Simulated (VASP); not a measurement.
# Ti8HO16 (a cell with a defect) in VASP: single point with PBE

Aim: the single point of Ti8HO16 (a cell with a defect) with PBE.

All numbers are computed with VASP 6.6.1; they aren't measurements. Logs are shortened: lines on timing, memory, paths and dates and some standing lists are left out, and cuts for length are marked.

**1. The cell of the first run**

The cell holds a defect, 25 atoms: a = 6.494 Å, b = 6.494 Å, c = 5.915 Å, α = 90.00°, β = 90.00°, γ = 90.00°.

**2. Single point, PBE, collinear spin**

Contents of INCAR:

```
SYSTEM = Ti8HO16
PREC = Accurate
ENCUT = 520
EDIFF = 1E-6
ISMEAR = -1
SIGMA = 0.02
LREAL = Auto
LASPH = .True.
NELM = 150
ALGO = Normal
ISIF = 2
LWAVE = .False.
LCHARG = .False.
ISPIN = 2
MAGMOM = 0 0 0 0 0 0 0 0 0 0 0 0 0 0 0 0 0 0 0 0 0 0 0 0 1
LORBIT = 11
LMAXMIX = 4
GGA = PE
NBANDS = 118
```

Contents of KPOINTS:

```
regular mesh
0
Gamma
  2 2 2
  0 0 0
```

Contents of POSCAR:

```
Ti8HO16
1.0
   -4.5922000000     -4.5922000000      0.0000000000
    4.5922000000     -4.5922000000      0.0000000000
    0.0000000000      0.0000000000      5.9148000000
Ti O H
8 16 1
Direct
    0.4941069568      0.5152537630      0.0048490400
    0.0006743048      0.4939308609      0.2565985746
    0.5015868176      0.4978035361      0.5048526426
    0.0005127796      0.4938825363      0.7532895483
    0.0228943133     -0.0239499796      0.0048571733
    0.4928429592      0.0045776579      0.2656659026
   -0.0099231082      0.0109402005      0.5048630622
    0.4931048305      0.0046230560      0.7443004618
    0.1957624821      0.5123401561      0.0048505026
    0.0125278085      0.1936124949      0.2541550623
    0.8006005411      0.4758817108      0.0050215395
   -0.0118753540      0.8018606021      0.2547387193
    0.1974687566      0.5102915370      0.5050130453
    0.0124188034      0.1935855802      0.7557372423
    0.8032367094      0.4907364708      0.5048449560
   -0.0120862669      0.8018332773      0.7551855625
    0.7076975347      0.0451052359      0.0050787049
    0.5132016484      0.7060997306      0.2517726546
    0.3088563129     -0.0077546621      0.0048821815
    0.4900424147      0.3068798711      0.2552625060
    0.6948799604      0.0124908871      0.5048505191
    0.5133793034      0.7061201778      0.7580713543
    0.2999673864     -0.0077149419      0.5050769101
    0.4902007197      0.3068959505      0.7545709600
    0.7304028858      0.1968562906      0.0052987743
```

Potentials or basis: VASP PAW PBE potentials, release 64 (Ti_sv, O, H).

Command:

```console
$ cat potpaw_PBE.64/Ti_sv/POTCAR potpaw_PBE.64/O/POTCAR potpaw_PBE.64/H/POTCAR > POTCAR
$ mpirun -np 1 vasp_std > vasp.out
```

OUTCAR:

```text
SYSTEM = Ti8HO16
   PREC = Accurate
   ENCUT = 520
   EDIFF = 1E-6
   ISMEAR = -1
   LREAL = Auto
   LASPH = .True.
   NELM = 150
   ISIF = 2
   ISPIN = 2
   LORBIT = 11
   GGA = PE

 ion  position               nearest neighbor table
   1  0.494  0.515  0.005-  22 1.92  18 1.92   9 1.94  24 2.01  20 2.01  11 2.01
   2  0.001  0.494  0.257-  15 1.95  13 1.95  10 1.95   9 1.96  11 1.98  12 2.00
   3  0.502  0.498  0.505-  20 1.93  24 1.93  15 1.96  13 1.98  18 2.02  22 2.02
   4  0.001  0.494  0.753-  15 1.95  13 1.95  14 1.95   9 1.96  11 1.98  16 2.00
   5  0.023  0.976  0.005-  19 1.86  16 1.87  12 1.87  14 2.04  10 2.04  17 2.10
   6  0.493  0.005  0.266-  23 1.89  21 1.93  18 1.94  19 1.95  20 1.96  17 2.10   8 2.83
   7  0.990  0.011  0.505-  10 1.90  14 1.91  21 1.92  12 2.01  16 2.01  23 2.02
   8  0.493  0.005  0.744-  23 1.89  21 1.93  22 1.94  19 1.95  24 1.96  17 2.10   6 2.83
   9  0.196  0.512  0.005-   1 1.94   4 1.96   2 1.96
  10  0.013  0.194  0.254-   7 1.90   2 1.95   5 2.04
  11  0.801  0.476  0.005-   4 1.98   2 1.98   1 2.01
  12  0.988  0.802  0.255-   5 1.87   2 2.00   7 2.01
  13  0.197  0.510  0.505-   2 1.95   4 1.95   3 1.98
  14  0.012  0.194  0.756-   7 1.91   4 1.95   5 2.04
  15  0.803  0.491  0.505-   2 1.95   4 1.95   3 1.96
  16  0.988  0.802  0.755-   5 1.87   4 2.00   7 2.01
  17  0.708  0.045  0.005-  25 1.00   8 2.10   5 2.10   6 2.10
  18  0.513  0.706  0.252-   1 1.92   6 1.94   3 2.02
  19  0.309  0.992  0.005-   5 1.86   6 1.95   8 1.95
  20  0.490  0.307  0.255-   3 1.93   6 1.96   1 2.01
  21  0.695  0.012  0.505-   7 1.92   8 1.93   6 1.93
  22  0.513  0.706  0.758-   1 1.92   8 1.94   3 2.02
  23  0.300  0.992  0.505-   6 1.89   8 1.89   7 2.02
  24  0.490  0.307  0.755-   3 1.93   8 1.96   1 2.01
  25  0.730  0.197  0.005-  17 1.00

  LATTYP: Found a simple tetragonal cell.
 ALAT       =     6.4943515211
 C/A-ratio  =     0.9107606788

  Lattice vectors:

 A1 = (  -4.5922000000,  -4.5922000000,   0.0000000000)
 A2 = (   4.5922000000,  -4.5922000000,   0.0000000000)
 A3 = (   0.0000000000,   0.0000000000,   5.9148000000)

Analysis of symmetry for initial positions (statically):
=====================================================================
 Subroutine PRICEL returns:
 Original cell was already a primitive cell.

 Routine SETGRP: Setting up the symmetry group for a
 simple tetragonal supercell.

 Subroutine GETGRP returns: Found  1 space group operations
 (whereof  1 operations were pure point group operations)
 out of a pool of 16 trial point group operations.

The static configuration has the point symmetry C_1 .

Analysis of symmetry for dynamics (positions and initial velocities):
=====================================================================
 Subroutine PRICEL returns:
 Original cell was already a primitive cell.

 Routine SETGRP: Setting up the symmetry group for a
 simple tetragonal supercell.

 Subroutine GETGRP returns: Found  1 space group operations
 (whereof  1 operations were pure point group operations)
 out of a pool of 16 trial point group operations.

The dynamic configuration has the point symmetry C_1 .

Analysis of structural, dynamic, and magnetic symmetry:
=====================================================================
 Subroutine PRICEL returns:
 Original cell was already a primitive cell.

 Routine SETGRP: Setting up the symmetry group for a
 simple tetragonal supercell.

 Subroutine GETGRP returns: Found  1 space group operations
 (whereof  1 operations were pure point group operations)
 out of a pool of 16 trial point group operations.

The overall configuration has the point symmetry C_1 .

 Subroutine INISYM returns: Found  1 space group operations
 (whereof  1 operations are pure point group operations),
 and found     1 'primitive' translations

----------------------------------------------------------------------------------------

                                     Primitive cell

  volume of cell :     249.4662

  direct lattice vectors                    reciprocal lattice vectors
    -4.592200000 -4.592200000  0.000000000    -0.108880275 -0.108880275  0.000000000
[... 98 lines left out ...]
   number of dos      NEDOS =    301   number of ions     NIONS =     25
   total plane-waves  NPLWV = 110592
   dimension x,y,z NGX =    48 NGY =   48 NGZ =   48
   dimension x,y,z NGXF=    96 NGYF=   96 NGZF=   96
   ions per type =               8  16   1
   NGX,Y,Z   is equivalent  to a cutoff of  12.29, 12.29, 13.49 a.u.
   NGXF,Y,Z  is equivalent  to a cutoff of  24.57, 24.57, 26.98 a.u.
 SYSTEM =  Ti8HO16
   PREC   = accura    normal or accurate (medium, high low for compatibility)
   ISTART =      0    job   : 0-new  1-cont  2-samecut
   ICHARG =      2    charge: 1-file 2-atom 10-const
   ISPIN  =      2    spin polarized calculation?
   LNONCOLLINEAR =      F non collinear calculations
   LSORBIT =      F    spin-orbit coupling
   LASPH  =      T    aspherical Exc in radial PAW
   ENCUT  =  520.0 eV  38.22 Ry    6.18 a.u.  12.08 12.08 11.00*2*pi/ulx,y,z
   NELM   =    150;   NELMIN=  2; NELMDL= -5     # of ELM steps
   EDIFF  = 0.1E-05   stopping-criterion for ELM
   LREAL  =      T    real-space projection
   EDIFFG = 0.1E-04   stopping-criterion for IOM
   NSW    =      0    number of steps for IOM
   IBRION =     -1    ionic relax: 0-MD 1-quasi-New 2-CG
   NFREE  =      0    steps in history (QN), initial steepest desc. (CG)
   ISIF   =      2    stress and relaxation
   ISYM   =      2    0-nonsym 1-usesym 2-fastsym
   POTIM  = 0.5000    time-step for ionic-motion
   TEBEG  =    0.0;   TEEND  =   0.0 temperature during run
   PSTRESS=    0.0 pullay stress
   NELECT =     193.0000    total number of electrons
   NUPDOWN=      -1.0000    fix difference up-down
   EMIN   =  10.00;   EMAX   =-10.00  energy-range for DOS
   EFERMI =   0.00;   METHOD = LEGACY
   ISMEAR =    -1;   SIGMA  =   0.02  broadening in eV -4-tet -1-fermi 0-gaus
   EFERMI_NEDOS =   21; number of points for ismear=-14 and -15
   IALGO  =     38    algorithm
   IMIX   =      4    mixing-type and parameters
     AMIX     =   0.40;   BMIX     =  1.00
     AMIX_MAG =   1.60;   BMIX_MAG =  1.00
  volume/ion in A,a.u.               =       9.98        67.34
  Fermi-wavevector in a.u.,A,eV,Ry     =   1.502877  2.840025 30.730645  2.258639
  Thomas-Fermi vector in A             =   2.614060
   LORBIT       =     11    0 simple, 1 ext, 2 COOP (PROOUT), +10 PAW based schemes
   GGA     = PE    functional components
   LHFCALC =     F    Hartree Fock is set to
   AEXX    =    0.0000 exact exchange contribution
   IVDW    =     0    specifies the selected vdW correction
   LEPSILON=     F    determine dielectric tensor
   LRPA    =     F    only Hartree local field effects (RPA)
 spin polarized calculation
  energy-cutoff  :      520.00
  volume of cell :      249.47
 maximum number of plane-waves:      6748
   NGX = 25   NGY = 25   NGZ = 21

 number of electron     193.0000015 magnetization       0.5199435

 Free energy of the ion-electron system (eV)
  ---------------------------------------------------
  ext. energy  EPLUGINS =         0.00000000
  ---------------------------------------------------
  free energy    TOTEN  =      -217.44873911 eV

  energy without entropy =     -217.43216354  energy(sigma->0) =     -217.44045132

 E-fermi :   6.9963     XC(G=0): -11.4679

 val. band max:        6.9909866069   @ k =   0.5000   0.5000   0.0000
 cond. band min:       6.9985236144   @ k =   0.0000   0.0000   0.0000
 fundamental gap:      0.0075370075
 Fermi energy:         6.9963017305

 spin component 1

 k-point     1 :       0.0000    0.0000    0.0000
  band No.  band energies     occupation
      1     -51.7829      1.00000
      2     -51.7668      1.00000
      3     -51.7324      1.00000
      4     -51.7272      1.00000
      5     -51.7130      1.00000
      6     -51.6808      1.00000
[... 877 lines left out ...]
    107       8.1661      0.00000
    108       8.1826      0.00000
 Fermi energy:         6.9963017305

 spin component 2

 k-point     1 :       0.0000    0.0000    0.0000
  band No.  band energies     occupation
      1     -51.7552      1.00000
      2     -51.7033      1.00000
      3     -51.6651      1.00000
      4     -51.6571      1.00000
      5     -51.6571      1.00000
      6     -51.6238      1.00000
[... 877 lines left out ...]
    107       8.2599      0.00000
    108       8.2960      0.00000
 [bands above 108 left out]

------------------------ aborting loop because EDIFF is reached ----------------------------------------

  FORCE on cell =-STRESS in cart. coord.  units (eV):
  Direction    XX          YY          ZZ          XY          YZ          ZX
  --------------------------------------------------------------------------------------
  -------------------------------------------------------------------------------------
  Total       16.8803867     10.8789710     12.6713684      3.8522992      0.0146061      0.0087647
  in kB      108.4129909     69.8693583     81.3808932     24.7410964      0.0938062      0.0562906
  external PRESSURE =      86.5544141 kB  Pullay stress =       0.0000000 kB

 VOLUME and BASIS-vectors are now :
 -----------------------------------------------------------------------------
  energy-cutoff  :      520.00
  volume of cell :      249.47
      direct lattice vectors                 reciprocal lattice vectors
    -4.592200000 -4.592200000  0.000000000    -0.108880275 -0.108880275  0.000000000
     4.592200000 -4.592200000  0.000000000     0.108880275 -0.108880275  0.000000000
     0.000000000  0.000000000  5.914800000     0.000000000  0.000000000  0.169067424

 POSITION                                       TOTAL-FORCE (eV/Angst)
 -----------------------------------------------------------------------------------
      0.09711     -4.63519      0.02868        -0.027115      0.003684      0.007337
      2.26513     -2.27133      1.51773         0.022125      0.009278     -0.013544
     -0.01737     -4.58940      2.98610         0.018973     -0.007617     -0.006667
      2.26565     -2.27036      4.45556         0.024681      0.008980      0.018954
      4.37708     -4.58735      0.02873         0.034977     -0.007690     -0.004956
     -2.24221     -2.28425      1.57136        -0.047555     -0.008020     -0.030866
[... 17 lines left out ...]
     -0.84177     -3.66043      4.46314        -0.007936      0.009723      0.021215
     -2.45015     -4.25816      0.03134         0.053024     -0.078824     -0.001866
 -----------------------------------------------------------------------------------
    total drift:                               -0.023355      0.051067      0.006429

  FREE ENERGIE OF THE ION-ELECTRON SYSTEM (eV)
  ---------------------------------------------------
  free  energy   TOTEN  =      -217.4487391064 eV

  energy  without entropy=     -217.4321635367  energy(sigma->0) =     -217.44045132

 total charge

# of ion       s       p       d       tot
------------------------------------------
    1        2.220   6.295   1.751  10.266
    2        2.218   6.294   1.731  10.243
    3        2.216   6.286   1.732  10.234
    4        2.218   6.294   1.731  10.243
    5        2.228   6.303   1.800  10.331
    6        2.222   6.298   1.777  10.297
[... 17 lines left out ...]
   24        1.571   3.506   0.000   5.078
   25        0.578   0.122   0.000   0.700
--------------------------------------------------
tot         43.494 106.748  14.048 164.291

 magnetization (x)

# of ion       s       p       d       tot
------------------------------------------
    1        0.002   0.001   0.120   0.123
    2        0.001   0.001   0.096   0.098
    3        0.002   0.001   0.132   0.135
    4        0.001   0.001   0.096   0.098
    5        0.000   0.000   0.021   0.021
    6        0.000   0.000   0.010   0.011
[... 17 lines left out ...]
   24       -0.000  -0.006   0.000  -0.006
   25        0.000   0.000   0.000   0.000
--------------------------------------------------
tot          0.005  -0.062   0.511   0.454
```

Wall time 31 min (1 thread of Oxide Virtual Turin-like, shared host); peak memory 0.55 GiB.

Results:

* Free energy: -217.4487 eV
* Pressure: 8.7 GPa
* Largest force: 0.103 eV/Å
* Net moment: 0.52 μB per cell
* Site moments: Ti +0.12, +0.10, +0.14, +0.02, +0.01, +0.03 (each value once); O -0.01, -0.00 (each value once); H +0.00 μB
* Valence electrons inside the program's atomic spheres: Ti 10.27, 10.24, 10.23, 10.33, 10.30 (each value once); O 5.08, 5.07, 5.17, 5.11, 5.10, 5.09 (each value once); H 0.70

Forces on the atoms (eV/Å):
```
Ti  -0.027  0.004  0.007
Ti   0.022  0.009 -0.014
Ti   0.019 -0.008 -0.007
Ti   0.025  0.009  0.019
Ti   0.035 -0.008 -0.005
Ti  -0.048 -0.008 -0.031
Ti  -0.034  0.010  0.010
Ti  -0.049 -0.005  0.024
O   -0.016 -0.027  0.001
O   -0.001 -0.007 -0.007
O    0.023  0.022  0.000
O   -0.009  0.017  0.021
O   -0.027 -0.031 -0.004
O    0.001 -0.004  0.006
O    0.025  0.023  0.000
O   -0.008  0.018 -0.027
O   -0.069  0.025  0.004
O    0.004 -0.016  0.033
O    0.017  0.052  0.001
O   -0.008  0.010 -0.020
O   -0.016 -0.051 -0.001
O    0.006 -0.017 -0.030
O    0.089  0.052  0.000
O   -0.008  0.010  0.021
H    0.053 -0.079 -0.002
```

Stress tensor (GPa, compression positive):
```
10.84  2.47  0.01
 2.47  6.99  0.01
 0.01  0.01  8.14
```

Levels at points of the mesh, in eV from the Fermi level:
Spin up:
```tsv
k point	band 92	band 93	band 94	band 95	band 96	band 97	band 98	band 99	band 100	band 101
(0.00, 0.00, 0.00)	-2.75	-2.69	-2.64	-2.51	-2.15	-0.08	-0.05	0.00	0.17	0.48
(0.50, 0.00, 0.00)	-3.18	-3.11	-3.10	-2.66	-2.44	-0.06	0.04	0.17	0.24	0.58
(0.00, 0.50, 0.00)	-3.16	-3.07	-3.02	-2.60	-2.52	-0.02	0.01	0.21	0.26	0.43
(0.50, 0.50, 0.00)	-3.04	-2.96	-2.91	-2.70	-2.64	-0.02	-0.01	0.02	0.11	0.47
(0.00, 0.00, 0.50)	-3.38	-3.34	-3.30	-2.81	-2.55	0.34	0.39	0.41	0.58	0.61
(0.50, 0.00, 0.50)	-3.14	-3.10	-2.71	-2.68	-2.64	0.23	0.32	0.36	0.45	0.67
(0.00, 0.50, 0.50)	-3.15	-2.91	-2.78	-2.71	-2.60	0.29	0.35	0.35	0.37	0.51
(0.50, 0.50, 0.50)	-2.90	-2.86	-2.83	-2.80	-2.75	0.35	0.54	0.58	0.64	0.67
```
Spin down:
```
           k point  band 92  band 93  band 94  band 95  band 96  band 97  band 98  band 99  band 100  band 101
(0.00, 0.00, 0.00)    -2.75    -2.70    -2.64    -2.52    -2.15    -0.04     0.11     0.15      0.25      0.53
(0.50, 0.00, 0.00)    -3.19    -3.11    -3.10    -2.66    -2.44     0.09     0.15     0.22      0.32      0.61
(0.00, 0.50, 0.00)    -3.16    -3.07    -3.02    -2.61    -2.52    -0.02     0.18     0.27      0.31      0.56
(0.50, 0.50, 0.00)    -3.05    -2.97    -2.92    -2.70    -2.65     0.03     0.04     0.11      0.17      0.51
(0.00, 0.00, 0.50)    -3.38    -3.34    -3.31    -2.81    -2.56     0.37     0.42     0.45      0.62      0.73
(0.50, 0.00, 0.50)    -3.13    -3.10    -2.72    -2.69    -2.64     0.29     0.36     0.44      0.49      0.77
(0.00, 0.50, 0.50)    -3.15    -2.91    -2.78    -2.72    -2.61     0.35     0.36     0.40      0.41      0.55
(0.50, 0.50, 0.50)    -2.90    -2.87    -2.84    -2.80    -2.75     0.42     0.59     0.63      0.71      0.73
```

Caveat: the k points lie up to 0.53 Å⁻¹ apart; semilocal functionals often make such compounds metallic where correlation or magnetic order opens a gap, which also shifts bond lengths.
